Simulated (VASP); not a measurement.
# MnO (P1) in VASP: single point with PBEsol+U

Aim: the single point of MnO with PBEsol+U.

All numbers are computed with VASP 6.6.1; they aren't measurements. Logs are shortened: lines on timing, memory, paths and dates and some standing lists are left out, and cuts for length are marked.

## Step 1: The cell of the first run

The typed cell holds 4 atoms: a = 3.372 Å, b = 3.372 Å, c = 5.386 Å, α = 90.00°, β = 90.00°, γ = 120.00°.

## Step 2: Single point, PBEsol+U, collinear spin, ferromagnetic start

Input file INCAR:

```
ALGO = Normal
EDIFF = 1E-6
ENCUT = 600
GGA = PS
GGA_COMPAT = False
ISIF = 2
ISMEAR = -1
ISPIN = 2
LASPH = True
LCHARG = True
LDAU = True
LDAUJ = 0 0
LDAUL = 2 -1
LDAUPRINT = 1
LDAUTYPE = 2
LDAUU = 4.5 0
LELF = True
LMAXMIX = 4
LORBIT = 11
LREAL = False
LVHAR = True
LWAVE = False
MAGMOM = 4 4 0 0
NBANDS = 31
NELM = 200
PREC = Accurate
SIGMA = 0.15
```

Input file KPOINTS:

```
k-points
0
Gamma
  6 6 3
```

Input file POSCAR:

```
MnO
1.0
    3.3717000000      0.0000000000      0.0000000000
   -1.6858500000      2.9199780000      0.0000000000
    0.0000000000      0.0000000000      5.3855000000
Mn O
2 2
Direct
    0.3333333333      0.6666666667      0.0109600000
    0.6666666667      0.3333333333      0.5109600000
    0.3783333333      0.6666666667      0.3754700000
    0.6666666667      0.3333333333      0.8754700000
```

Potentials or basis: VASP PAW PBE potentials, release 64 (Mn_pv, O).

On the command line:

```console
> cat potpaw_PBE.64/Mn_pv/POTCAR potpaw_PBE.64/O/POTCAR > POTCAR
> mpirun -np 1 vasp_std > vasp.out
```

OUTCAR:

```text
EDIFF = 1E-6
   ENCUT = 600
   GGA = PS
   ISIF = 2
   ISMEAR = -1
   ISPIN = 2
   LASPH = True
   LORBIT = 11
   LREAL = False
   NELM = 200
   PREC = Accurate

 ion  position               nearest neighbor table
   1  0.333  0.667  0.011-   3 1.97   4 2.08   4 2.08   4 2.08
   2  0.667  0.333  0.511-   3 1.96   4 1.96   3 2.08   3 2.20
   3  0.378  0.667  0.375-   2 1.96   1 1.97   2 2.08   2 2.20
   4  0.667  0.333  0.875-   2 1.96   1 2.08   1 2.08   1 2.08

  LATTYP: Found a hexagonal cell.
 ALAT       =     3.3717000000
 C/A-ratio  =     1.5972654744

  Lattice vectors:

 A1 = (   3.3717000000,   0.0000000000,   0.0000000000)
 A2 = (  -1.6858500000,   2.9199780000,   0.0000000000)
 A3 = (   0.0000000000,   0.0000000000,   5.3855000000)

Analysis of symmetry for initial positions (statically):
=====================================================================
 Subroutine PRICEL returns:
 Original cell was already a primitive cell.

 Routine SETGRP: Setting up the symmetry group for a
 hexagonal supercell.

 Subroutine GETGRP returns: Found  1 space group operations
 (whereof  1 operations were pure point group operations)
 out of a pool of 24 trial point group operations.

The static configuration has the point symmetry C_1 .

Analysis of symmetry for dynamics (positions and initial velocities):
=====================================================================
 Subroutine PRICEL returns:
 Original cell was already a primitive cell.

 Routine SETGRP: Setting up the symmetry group for a
 hexagonal supercell.

 Subroutine GETGRP returns: Found  1 space group operations
 (whereof  1 operations were pure point group operations)
 out of a pool of 24 trial point group operations.

The dynamic configuration has the point symmetry C_1 .

Analysis of structural, dynamic, and magnetic symmetry:
=====================================================================
[... 215 lines left out ...]
  o =  0.0656  v =  0.0000  0.0000  0.0000  0.0000  0.0000  0.3428  0.4679 -0.5128 -0.4518 -0.4433      0.0000  0.0000  0.0000  0.0000  0.0000  0.0000  0.0000  0.0000  0.0000  0.0000
  o =  0.0782  v =  0.0000  0.0000  0.0000  0.0000  0.0000 -0.4244 -0.1782 -0.8262  0.2927  0.1411      0.0000  0.0000  0.0000  0.0000  0.0000  0.0000  0.0000  0.0000  0.0000  0.0000
  o =  0.9423  v =  0.8067 -0.0624 -0.3889  0.2293 -0.3762  0.0000  0.0000  0.0000  0.0000  0.0000      0.0000  0.0000  0.0000  0.0000  0.0000  0.0000  0.0000  0.0000  0.0000  0.0000
  o =  0.9467  v = -0.0421 -0.6284  0.2097 -0.5311 -0.5266  0.0000  0.0000  0.0000  0.0000  0.0000      0.0000  0.0000  0.0000  0.0000  0.0000  0.0000  0.0000  0.0000  0.0000  0.0000
  o =  0.9505  v =  0.2967 -0.1222 -0.3378 -0.6291  0.6222  0.0000  0.0000  0.0000  0.0000  0.0000      0.0000  0.0000  0.0000  0.0000  0.0000  0.0000  0.0000  0.0000  0.0000  0.0000
  o =  0.9518  v =  0.4042  0.5540  0.6331 -0.3472 -0.0912  0.0000  0.0000  0.0000  0.0000  0.0000      0.0000  0.0000  0.0000  0.0000  0.0000  0.0000  0.0000  0.0000  0.0000  0.0000
  o =  0.9544  v =  0.3099 -0.5285  0.5384  0.3860  0.4310  0.0000  0.0000  0.0000  0.0000  0.0000      0.0000  0.0000  0.0000  0.0000  0.0000  0.0000  0.0000  0.0000  0.0000  0.0000

 number of electron      37.9999996 magnetization       9.9972767

 Free energy of the ion-electron system (eV)
  ---------------------------------------------------
  ext. energy  EPLUGINS =         0.00000000
  ---------------------------------------------------
  free energy    TOTEN  =       -31.75168864 eV

  energy without entropy =      -31.74210003  energy(sigma->0) =      -31.74689433

 E-fermi :   5.2751     XC(G=0): -10.7755

 val. band max:        5.0833578329   @ k =   0.0000   0.0000   0.0000
 cond. band min:       5.5453294763   @ k =   0.0000   0.0000   0.0000
 fundamental gap:      0.4619716434
 Fermi energy:         5.2751488038

 spin component 1

 k-point     1 :       0.0000    0.0000    0.0000
  band No.  band energies     occupation
      1     -44.6108      1.00000
      2     -44.5937      1.00000
      3     -44.5839      1.00000
      4     -44.5692      1.00000
      5     -44.5395      1.00000
      6     -44.5252      1.00000
[... 1625 lines left out ...]
     30      18.0163      0.00000
     31      18.6856      0.00000

 [... further k-points ...]

------------------------ aborting loop because EDIFF is reached ----------------------------------------

  FORCE on cell =-STRESS in cart. coord.  units (eV):
  Direction    XX          YY          ZZ          XY          YZ          ZX
  --------------------------------------------------------------------------------------
  -------------------------------------------------------------------------------------
  Total        1.3770103      1.1617519      4.1442908     -1.0629031     -0.2178106      0.8926154
  in kB       41.6095715     35.1050379    125.2293905    -32.1180894     -6.5816540     26.9724521
  external PRESSURE =      67.3146666 kB  Pullay stress =       0.0000000 kB

 VOLUME and BASIS-vectors are now :
 -----------------------------------------------------------------------------
  energy-cutoff  :      600.00
  volume of cell :       53.02
      direct lattice vectors                 reciprocal lattice vectors
     3.371700000  0.000000000  0.000000000     0.296586292  0.171234167  0.000000000
    -1.685850000  2.919978000  0.000000000     0.000000000  0.342468334  0.000000000
     0.000000000  0.000000000  5.385500000     0.000000000  0.000000000  0.185683781

 POSITION                                       TOTAL-FORCE (eV/Angst)
 -----------------------------------------------------------------------------------
     -0.00000      1.94665      0.05903        -0.064665     -0.004292     -0.816588
      1.68585      0.97333      2.75178         1.015423     -0.286804     -0.705649
      0.15173      1.94665      2.02209        -1.028338      0.299451      0.634578
      1.68585      0.97333      4.71484         0.077581     -0.008355      0.887658
 -----------------------------------------------------------------------------------
    total drift:                                0.000101      0.000282     -0.000203

  FREE ENERGIE OF THE ION-ELECTRON SYSTEM (eV)
  ---------------------------------------------------
  free  energy   TOTEN  =       -31.7516886352 eV

  energy  without entropy=      -31.7421000344  energy(sigma->0) =      -31.74689433

 total charge

# of ion       s       p       d       tot
------------------------------------------
    1        0.248   6.238   4.956  11.441
    2        0.253   6.245   4.964  11.462
    3        1.545   3.473   0.000   5.018
    4        1.544   3.470   0.000   5.015
--------------------------------------------------
tot          3.590  19.426   9.919  32.936

 magnetization (x)

# of ion       s       p       d       tot
------------------------------------------
    1        0.036   0.056   4.507   4.600
    2        0.038   0.057   4.495   4.590
    3        0.012   0.087   0.000   0.099
    4        0.012   0.086   0.000   0.098
--------------------------------------------------
tot          0.098   0.287   9.002   9.387
```

stdout:

```text
POSCAR found type information on POSCAR MnO
 POSCAR found :  2 types and       4 ions
 scaLAPACK will be used
 -----------------------------------------------------------------------------
|                                                                             |
|                                                                             |
|     You enforced a specific xc type in the INCAR file but a different       |
|     I HOPE YOU KNOW WHAT YOU ARE DOING!                                     |
|                                                                             |
 -----------------------------------------------------------------------------

 LDA part: xc-table for (Slater+PW92), standard interpolation
 POSCAR, INCAR and KPOINTS ok, starting setup
 FFT: planning ... GRIDC
 FFT: planning ... GRID_SOFT
 FFT: planning ... GRID
 WAVECAR not read
 entering main loop
```

It took 4.8 min on 1 thread of Oxide Virtual Turin-like, shared host; peak memory 0.28 GiB.

What came out:

```yaml
Free_energy: -31.7517 eV
Pressure: 6.7 GPa
Largest_force: 1.269 eV/Å
Band_gap_on_the_k_mesh: 0.06 eV
Net_moment: 10.00 μB per cell
Site_moments: Mn +4.60, +4.59; O +0.10 μB
Valence_electrons_inside_the_program's_atomic_spheres: Mn 11.44, 11.46; O 5.02, 5.01
```

Forces on the atoms (eV/Å):
```
Mn  -0.065 -0.004 -0.817
Mn   1.015 -0.287 -0.706
O   -1.028  0.299  0.635
O    0.078 -0.008  0.888
```

Eigenvalues of the final occupation matrices:
| site | spin | trace | eigenvalues |
| --- | --- | --- | --- |
| site 1 d | 1 | 4.75 | 0.95 0.95 0.95 0.95 0.95 |
| site 1 d | 2 | 0.23 | 0.02 0.02 0.06 0.06 0.07 |
| site 2 d | 1 | 4.75 | 0.94 0.95 0.95 0.95 0.95 |
| site 2 d | 2 | 0.24 | 0.02 0.02 0.05 0.07 0.08 |

Caveat: the stress differs along the axes, from 4 to 13 GPa; the smearing spreads over this small gap; the PAW data sets were made with another functional, which shifts forces and pressure a little; the run started ferromagnetic, and an antiferromagnetic order may lie lower in energy.

The gap in the log of VASP goes by the Fermi energy; the results here count the filled bands.